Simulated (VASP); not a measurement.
# Y (I4/mmm) in VASP: a series of runs

Runs on Y. Level: PBE. Tasks: single point.

Program: VASP 6.6.1. These are calculated values, not measurements. Logs are shortened: lines on timing, memory, paths and dates and some standing lists are left out, and cuts for length are marked.

## Step 1: The cell of the first run

The structure is tetragonal, space group I4/mmm (No. 139). The conventional cell has a = 3.473 Å, b = 3.473 Å, c = 5.154 Å, α = 90.00°, β = 90.00°, γ = 90.00°. Within 4.6 Å of Y (site symmetry 4/mmm) lie 12 Y at 3.47 to 3.56 Å.

## Step 2: Single point, PBE (biaxial strain in the a-b plane: -3.0 %)

INCAR

```
SYSTEM = Y
PREC = Accurate
ENCUT = 520
EDIFF = 1E-7
ISMEAR = 0
SIGMA = 0.1
LREAL = .FALSE.
LASPH = .TRUE.
NELM = 100
ALGO = Fast
ISIF = 2
LWAVE = .FALSE.
LCHARG = .TRUE.
GGA = PE
LELF = .TRUE.
LVHAR = .TRUE.
NBANDS = 18
```

KPOINTS

```
Automatic mesh
0
G
  14 14 10
  0 0 0
```

POSCAR

```
Y
1.0
    2.4556303362      2.4556303362      0.0000000000
   -2.4556303362      2.4556303362      0.0000000000
    0.0000000000      0.0000000000      5.1542921284
Y
2
Direct
    0.0000000000      0.0000000000      0.0000000000
    0.5000000000      0.5000000000      0.5000000000
```

Potentials or basis: VASP PAW PBE potentials, release 64 (Y_sv).

Launch:

```
> cat potpaw_PBE.64/Y_sv/POTCAR > POTCAR
> mpirun -np 1 vasp_std > vasp.out
```

OUTCAR:

```text
SYSTEM = Y
   PREC = Accurate
   ENCUT = 520
   EDIFF = 1E-7
   ISMEAR = 0
   LREAL = .FALSE.
   LASPH = .TRUE.
   NELM = 100
   ISIF = 2
   GGA = PE

 ion  position               nearest neighbor table
   1  0.000  0.000  0.000-   2 3.56   2 3.56   2 3.56   2 3.56   2 3.56   2 3.56   2 3.56   2 3.56

   2  0.500  0.500  0.500-   1 3.56   1 3.56   1 3.56   1 3.56   1 3.56   1 3.56   1 3.56   1 3.56

  LATTYP: Found a simple tetragonal cell.
 ALAT       =     3.4727857256
 C/A-ratio  =     1.4841952644

  Lattice vectors:

 A1 = (   2.4556303362,   2.4556303362,   0.0000000000)
 A2 = (  -2.4556303362,   2.4556303362,   0.0000000000)
 A3 = (   0.0000000000,   0.0000000000,   5.1542921284)

Analysis of symmetry for initial positions (statically):
=====================================================================
 Subroutine PRICEL returns following result:

  LATTYP: Found a body centered tetragonal cell.
 ALAT       =     3.4727857256
 C/A-ratio  =     1.4841952644

  Lattice vectors:

 A1 = (   2.4556303362,   0.0000000000,  -2.5771460642)
 A2 = (  -2.4556303362,   0.0000000000,  -2.5771460642)
 A3 = (   0.0000000000,   2.4556303362,   2.5771460642)

   2 primitive cells build up your supercell.

 Routine SETGRP: Setting up the symmetry group for a
 simple tetragonal supercell.

 Subroutine GETGRP returns: Found 16 space group operations
 (whereof 16 operations were pure point group operations)
 out of a pool of 16 trial point group operations.

The static configuration has the point symmetry D_4h.

Analysis of symmetry for dynamics (positions and initial velocities):
=====================================================================
 Subroutine PRICEL returns following result:

  LATTYP: Found a body centered tetragonal cell.
 ALAT       =     3.4727857256
 C/A-ratio  =     1.4841952644

  Lattice vectors:

 A1 = (   2.4556303362,   0.0000000000,  -2.5771460642)
 A2 = (  -2.4556303362,   0.0000000000,  -2.5771460642)
 A3 = (   0.0000000000,   2.4556303362,   2.5771460642)

   2 primitive cells build up your supercell.

 Routine SETGRP: Setting up the symmetry group for a
 simple tetragonal supercell.

 Subroutine GETGRP returns: Found 16 space group operations
 (whereof 16 operations were pure point group operations)
 out of a pool of 16 trial point group operations.

The dynamic configuration has the point symmetry D_4h.

 Subroutine INISYM returns: Found 16 space group operations
 (whereof 16 operations are pure point group operations),
 and found     2 'primitive' translations

----------------------------------------------------------------------------------------

                                     Primitive cell

  volume of cell :      31.0810

  direct lattice vectors                    reciprocal lattice vectors
     2.455630336  0.000000000 -2.577146064     0.203613709  0.203613709 -0.194013062
    -2.455630336  0.000000000 -2.577146064    -0.203613709  0.203613709 -0.194013062
     0.000000000  2.455630336  2.577146064     0.000000000  0.407227417  0.000000000

  length of vectors
     3.559747489  3.559747489  3.559747489     0.347214852  0.347214852  0.407227417

  position of ions in fractional coordinates (direct lattice)
     0.000000000  0.000000000  0.000000000

  ion indices of the primitive-cell ions
   primitive index   ion index
                 1           1

----------------------------------------------------------------------------------------

 KPOINTS: Automatic mesh

Automatic generation of k-mesh.
 Grid dimensions read from file:
 generate k-points for:   14   14   10

 Generating k-lattice:

  Cartesian coordinates                     Fractional coordinates (reciprocal lattice)
     0.014543836  0.014543836  0.000000000     0.071428571  0.000000000  0.000000000
    -0.014543836  0.014543836  0.000000000     0.000000000  0.071428571  0.000000000
     0.000000000  0.000000000  0.019401306     0.000000000  0.000000000  0.100000000

  Length of vectors
     0.020568091  0.020568091  0.019401306

  Shift w.r.t. Gamma in fractional coordinates (k-lattice)
     0.000000000  0.000000000  0.000000000

 Subroutine IBZKPT returns following result:
 ===========================================

 Found    216 irreducible k-points:

 Following reciprocal coordinates:
            Coordinates               Weight
  0.000000  0.000000  0.000000      1.000000
  0.071429  0.000000  0.000000      4.000000
  0.142857  0.000000  0.000000      4.000000
  0.214286  0.000000  0.000000      4.000000
  0.285714  0.000000  0.000000      4.000000
  0.357143  0.000000  0.000000      4.000000
[... 16 lines left out ...]
  0.285714  0.214286  0.000000      8.000000
  0.357143  0.214286  0.000000      8.000000
 [... further k-points ...]
   k-points           NKPTS =    216   k-points in BZ     NKDIM =    216   number of bands    NBANDS=     18
   number of dos      NEDOS =    301   number of ions     NIONS =      2
   total plane-waves  NPLWV =  31360
[... 105 lines left out ...]
     17       7.1982      0.00000
     18       8.0226      0.00000

 k-point     4 :       0.2143    0.0000    0.0000
  band No.  band energies     occupation
      1     -39.2240      2.00000
      2     -39.1495      2.00000
      3     -19.4353      2.00000
      4     -19.2476      2.00000
      5     -19.0947      2.00000
      6     -19.0715      2.00000
[... 10 lines left out ...]
     17       7.1951      0.00000
     18       7.4218      0.00000

 k-point     5 :       0.2857    0.0000    0.0000
  band No.  band energies     occupation
      1     -39.2093      2.00000
      2     -39.1498      2.00000
      3     -19.3788      2.00000
      4     -19.3229      2.00000
      5     -19.2026      2.00000
      6     -19.0477      2.00000
[... 10 lines left out ...]
     17       6.8987      0.00000
     18       7.6099      0.00000

 k-point     6 :       0.3571    0.0000    0.0000
  band No.  band energies     occupation
      1     -39.1938      2.00000
      2     -39.1523      2.00000
      3     -19.3853      2.00000
      4     -19.3133      2.00000
      5     -19.3026      2.00000
      6     -19.0487      2.00000
[... 10 lines left out ...]
     17       6.4936      0.00000
     18       8.0936      0.00000

 k-point     7 :       0.4286    0.0000    0.0000
  band No.  band energies     occupation
      1     -39.1792      2.00000
      2     -39.1579      2.00000
      3     -19.4204      2.00000
      4     -19.3783      2.00000
      5     -19.2434      2.00000
      6     -19.1075      2.00000
[... 10 lines left out ...]
     17       6.6878      0.00000
     18       7.5658      0.00000

 k-point     8 :       0.5000    0.0000    0.0000
  band No.  band energies     occupation
      1     -39.1669      2.00000
      2     -39.1669      2.00000
      3     -19.4190      2.00000
      4     -19.4190      2.00000
      5     -19.1734      2.00000
      6     -19.1734      2.00000
[... 10 lines left out ...]
     17       7.1182      0.00000
     18       7.1182      0.00000
[... 229 lines left out ...]
     17       6.5041      0.00000
     18       8.2959      0.00000

 k-point    20 :       0.4286    0.1429    0.0000
  band No.  band energies     occupation
      1     -39.1722      2.00000
      2     -39.1530      2.00000
      3     -19.4218      2.00000
      4     -19.3853      2.00000
      5     -19.2278      2.00000
      6     -19.1052      2.00000
[... 10 lines left out ...]
     17       6.9204      0.00000
     18       7.8529      0.00000

 k-point    21 :       0.5000    0.1429    0.0000
  band No.  band energies     occupation
      1     -39.1610      2.00000
      2     -39.1610      2.00000
      3     -19.4228      2.00000
      4     -19.4228      2.00000
      5     -19.1644      2.00000
      6     -19.1644      2.00000
[... 10 lines left out ...]
     17       7.3774      0.00000
     18       7.3774      0.00000

 k-point    22 :       0.2143    0.2143    0.0000
  band No.  band energies     occupation
      1     -39.2035      2.00000
      2     -39.1451      2.00000
      3     -19.3675      2.00000
      4     -19.2753      2.00000
      5     -19.1674      2.00000
      6     -19.1523      2.00000
[... 10 lines left out ...]
     17       6.2647      0.00000
     18       7.6621      0.00000

 k-point    23 :       0.2857    0.2143    0.0000
  band No.  band energies     occupation
      1     -39.1905      2.00000
      2     -39.1438      2.00000
      3     -19.3338      2.00000
      4     -19.3205      2.00000
      5     -19.2492      2.00000
      6     -19.1488      2.00000
[... 10 lines left out ...]
     17       6.3782      0.00000
     18       7.8838      0.00000

 k-point    24 :       0.3571    0.2143    0.0000
  band No.  band energies     occupation
      1     -39.1770      2.00000
      2     -39.1445      2.00000
      3     -19.3929      2.00000
      4     -19.3343      2.00000
      5     -19.2668      2.00000
      6     -19.1309      2.00000
[... 10 lines left out ...]
     17       6.7542      0.00000
     18       8.3202      0.00000

 [... further k-points ...]

------------------------ aborting loop because EDIFF is reached ----------------------------------------

  FORCE on cell =-STRESS in cart. coord.  units (eV):
  Direction    XX          YY          ZZ          XY          YZ          ZX
  --------------------------------------------------------------------------------------
  -------------------------------------------------------------------------------------
  Total        0.8388012      0.8388012      0.2389902      0.0000000      0.0000000      0.0000000
  in kB       21.6194479     21.6194479      6.1597862      0.0000000      0.0000000      0.0000000
  external PRESSURE =      16.4662273 kB  Pullay stress =       0.0000000 kB

 VOLUME and BASIS-vectors are now :
 -----------------------------------------------------------------------------
  energy-cutoff  :      520.00
  volume of cell :       62.16
      direct lattice vectors                 reciprocal lattice vectors
     2.455630336  2.455630336  0.000000000     0.203613709  0.203613709  0.000000000
    -2.455630336  2.455630336  0.000000000    -0.203613709  0.203613709  0.000000000
     0.000000000  0.000000000  5.154292128     0.000000000  0.000000000  0.194013062

 POSITION                                       TOTAL-FORCE (eV/Angst)
 -----------------------------------------------------------------------------------
      0.00000      0.00000      0.00000        -0.000000      0.000000     -0.000000
      0.00000      2.45563      2.57715         0.000000     -0.000000      0.000000
 -----------------------------------------------------------------------------------
    total drift:                               -0.000000      0.000000      0.000000

  FREE ENERGIE OF THE ION-ELECTRON SYSTEM (eV)
  ---------------------------------------------------
  free  energy   TOTEN  =       -12.8006862196 eV

  energy  without entropy=      -12.7864920435  energy(sigma->0) =      -12.79358913
```

Run time: 5.5 min. Hardware: 1 thread of Oxide Virtual Turin-like, shared host; peak memory 0.32 GiB.

Results:

| Quantity | Value |
| --- | --- |
| Free energy | -12.8007 eV |
| Pressure | 1.6 GPa |
| Band gap on the k mesh | zero (bands 11 and 12 overlap by 1.74 eV) |

Levels at points of the mesh, in eV from the Fermi level:
| k point | band 7 | band 8 | band 9 | band 10 | band 11 | band 12 | band 13 | band 14 | band 15 | band 16 |
| --- | --- | --- | --- | --- | --- | --- | --- | --- | --- | --- |
| (0.00, 0.00, 0.00) | -22.23 | -22.23 | -4.83 | -1.89 | -0.88 | 1.57 | 1.89 | 1.98 | 1.98 | 3.63 |
| (0.50, 0.00, 0.00) | -22.30 | -22.30 | -1.50 | -1.50 | 0.16 | 0.16 | 0.63 | 0.63 | 2.77 | 2.77 |
| (0.50, 0.50, 0.00) | -22.45 | -22.45 | -1.84 | -1.84 | -0.98 | -0.98 | 2.49 | 2.49 | 5.45 | 5.45 |
| (0.00, 0.00, 0.50) | -22.34 | -22.34 | -3.06 | -3.06 | 0.10 | 0.10 | 1.56 | 1.56 | 3.23 | 3.23 |
| (0.50, 0.00, 0.50) | -22.30 | -22.30 | -2.03 | -2.03 | 0.75 | 0.75 | 1.43 | 1.43 | 1.89 | 1.89 |
| (0.50, 0.50, 0.50) | -22.46 | -22.46 | -0.91 | -0.91 | 0.32 | 0.32 | 0.32 | 0.32 | 2.60 | 2.60 |

Caveat: the cell differs from its parent crystal (biaxial strain in the a-b plane: -3.0 %).

## Step 3: Single point, PBE (biaxial strain in the a-b plane: -3.0 %, then relaxed in part)

INCAR

```
SYSTEM = Y
PREC = Accurate ; ENCUT = 520
EDIFF = 1E-6 ; ISMEAR = 0
SIGMA = 0.1 ; LREAL = .False.
LASPH = .True. ; NELM = 100
ALGO = Fast ; ISIF = 2
LWAVE = .False. ; LCHARG = .False.
GGA = PE ; NBANDS = 18
```

KPOINTS

```
Automatic mesh
0
Gamma
  14 14 10
  0 0 0
```

Changes to POSCAR since step 2:

```diff
@@ -4,3 +4,3 @@
    -2.4556303362      2.4556303362      0.0000000000
-    0.0000000000      0.0000000000      5.1542921284
+    0.0000000000      0.0000000000      5.2133000629
 Y
```

Potentials or basis: VASP PAW PBE potentials, release 64 (Y_sv).

Launch:

```
> cat potpaw_PBE.64/Y_sv/POTCAR > POTCAR
> mpirun -np 1 vasp_std > vasp.out
```

Wall time 3.8 min (1 thread of Oxide Virtual Turin-like, shared host); peak memory 0.32 GiB.

Results (log left out):

* Free energy: -12.8018 eV
* Pressure: 1.2 GPa
* Band gap on the k mesh: zero (bands 11 and 12 overlap by 1.68 eV)

Stress tensor (GPa, compression positive):
```
 1.79  0.00  0.00
 0.00  1.79  0.00
 0.00  0.00 -0.13
```

Levels at points of the mesh, in eV from the Fermi level:
```csv
k point,band 9,band 10,band 11,band 12,band 13,band 14
"(0.00, 0.00, 0.00)",-4.81,-1.88,-0.84,1.50,1.75,2.01
"(0.50, 0.00, 0.00)",-1.49,-1.49,0.13,0.13,0.63,0.63
"(0.50, 0.50, 0.00)",-1.80,-1.80,-0.96,-0.96,2.49,2.49
"(0.00, 0.00, 0.50)",-3.09,-3.09,0.10,0.10,1.49,1.49
"(0.50, 0.00, 0.50)",-2.02,-2.02,0.72,0.72,1.37,1.37
"(0.50, 0.50, 0.50)",-0.92,-0.92,0.33,0.33,0.33,0.33
```

Caveat: the cell differs from its parent crystal (biaxial strain in the a-b plane: -3.0 %, then relaxed in part).

## Step 4: Single point, PBE (biaxial strain in the a-b plane: -2.0 %)

INCAR

```
ALGO = Fast
EDIFF = 1E-6
ENCUT = 520
GGA = PE
ISIF = 2
ISMEAR = 0
LASPH = True
LCHARG = False
LREAL = False
LWAVE = False
NBANDS = 18
NELM = 60
PREC = Accurate
SIGMA = 0.1
```

KPOINTS

```
k-points
0
Gamma
  14 14 10
```

POSCAR

```
Y
1.0
    2.4809461129      2.4809461129      0.0000000000
   -2.4809461129      2.4809461129      0.0000000000
    0.0000000000      0.0000000000      5.1239131964
Y
2
Direct
    0.0000000000      0.0000000000      0.0000000000
    0.5000000000      0.5000000000      0.5000000000
```

Launch:

```
> cat potpaw_PBE.64/Y_sv/POTCAR > POTCAR
> mpirun -np 1 vasp_std > vasp.out
```

It took 5.3 min on 1 thread of Oxide Virtual Turin-like, shared host; peak memory 0.32 GiB.

The run converged. Its results:

| Property | Result |
| --- | --- |
| Free energy | -12.8136 eV |
| Pressure | 1.0 GPa |
| Band gap on the k mesh | zero (bands 11 and 12 overlap by 1.65 eV) |

Stress tensor (GPa, compression positive):
```
1.34 0.00 0.00
0.00 1.34 0.00
0.00 0.00 0.36
```

Levels at points of the mesh, in eV from the Fermi level:
```tsv
k point	band 9	band 10	band 11	band 12	band 13	band 14
(0.00, 0.00, 0.00)	-4.81	-1.85	-0.88	1.64	1.91	1.91
(0.50, 0.00, 0.00)	-1.54	-1.54	0.22	0.22	0.63	0.63
(0.50, 0.50, 0.00)	-1.81	-1.81	-0.95	-0.95	2.35	2.35
(0.00, 0.00, 0.50)	-3.03	-3.03	0.12	0.12	1.63	1.63
(0.50, 0.00, 0.50)	-2.02	-2.02	0.70	0.70	1.49	1.49
(0.50, 0.50, 0.50)	-0.86	-0.86	0.30	0.30	0.30	0.30
```

Caveat: the cell differs from its parent crystal (biaxial strain in the a-b plane: -2.0 %).

## Step 5: Single point, PBE (biaxial strain in the a-b plane: -2.0 %, then relaxed in part)

INCAR

```
PREC     = Accurate       # precision mode
ENCUT    = 520            # plane-wave cutoff, eV
EDIFF    = 1E-6           # SCF threshold, eV
ISMEAR   = 0              # smearing method
SIGMA    = 0.1            # smearing width, eV
LREAL    = False          # projectors in reciprocal space
LASPH    = True           # aspherical terms in the spheres
NELM     = 80             # most SCF steps
ALGO     = Fast           # electronic algorithm
ISIF     = 2              # what is computed and relaxed
LWAVE    = False          # write WAVECAR
LCHARG   = True           # write CHGCAR
GGA      = PE             # functional
LELF     = True           # ELF
LVHAR    = True         
NBANDS   = 18             # bands
```

KPOINTS

```
Automatic mesh
0
Gamma
  14 14 10
```

Changes to POSCAR since step 4:

```diff
@@ -4,3 +4,3 @@
    -2.4809461129      2.4809461129      0.0000000000
-    0.0000000000      0.0000000000      5.1239131964
+    0.0000000000      0.0000000000      5.1635697755
 Y
```

Launch:

```
> cat potpaw_PBE.64/Y_sv/POTCAR > POTCAR
> mpirun -np 1 vasp_std > vasp.out
```

It took 3.3 min on 1 thread of Oxide Virtual Turin-like, shared host; peak memory 0.32 GiB.

It converged, with:

```
Free energy            : -12.8140 eV
Pressure               : 0.7 GPa
Band gap on the k mesh : zero (bands 11 and 12 overlap by 1.62 eV)
```

Stress tensor (GPa, compression positive):
```
 1.10  0.00  0.00
 0.00  1.10  0.00
 0.00  0.00 -0.13
```

Levels at points of the mesh, in eV from the Fermi level:
```tsv
k point	band 9	band 10	band 11	band 12	band 13	band 14
(0.00, 0.00, 0.00)	-4.80	-1.84	-0.85	1.60	1.86	1.93
(0.50, 0.00, 0.00)	-1.54	-1.54	0.19	0.19	0.63	0.63
(0.50, 0.50, 0.00)	-1.79	-1.79	-0.94	-0.94	2.35	2.35
(0.00, 0.00, 0.50)	-3.05	-3.05	0.12	0.12	1.58	1.58
(0.50, 0.00, 0.50)	-2.01	-2.01	0.68	0.68	1.45	1.45
(0.50, 0.50, 0.50)	-0.86	-0.86	0.30	0.30	0.30	0.30
```

Caveat: the cell differs from its parent crystal (biaxial strain in the a-b plane: -2.0 %, then relaxed in part).

## Step 6: Summary

```tsv
cell	further INCAR settings	gap on the mesh (eV)	pressure (GPa)
a = 3.473, b = 3.473, c = 5.154 Å, 2 atoms	ALGO = Fast; EDIFF = 1e-07; NBANDS = 18	none	1.6
a = 3.473, b = 3.473, c = 5.213 Å, 2 atoms	ALGO = Fast; EDIFF = 1e-06; NBANDS = 18	none	1.2
a = 3.509, b = 3.509, c = 5.124 Å, 2 atoms	ALGO = Fast; EDIFF = 1e-06; NBANDS = 18	none	1.0
a = 3.509, b = 3.509, c = 5.164 Å, 2 atoms	ALGO = Fast; EDIFF = 1e-06; NBANDS = 18	none	0.7
```

Alike in all rows: task single point; level PBE; potentials or basis VASP PAW PBE potentials, release 64 (Y_sv); no spin polarisation; k mesh 14 × 14 × 10; cutoff (eV) 520; smearing gaussian 0.1 eV.

Absolute energies hang on the potentials; compare differences alone.
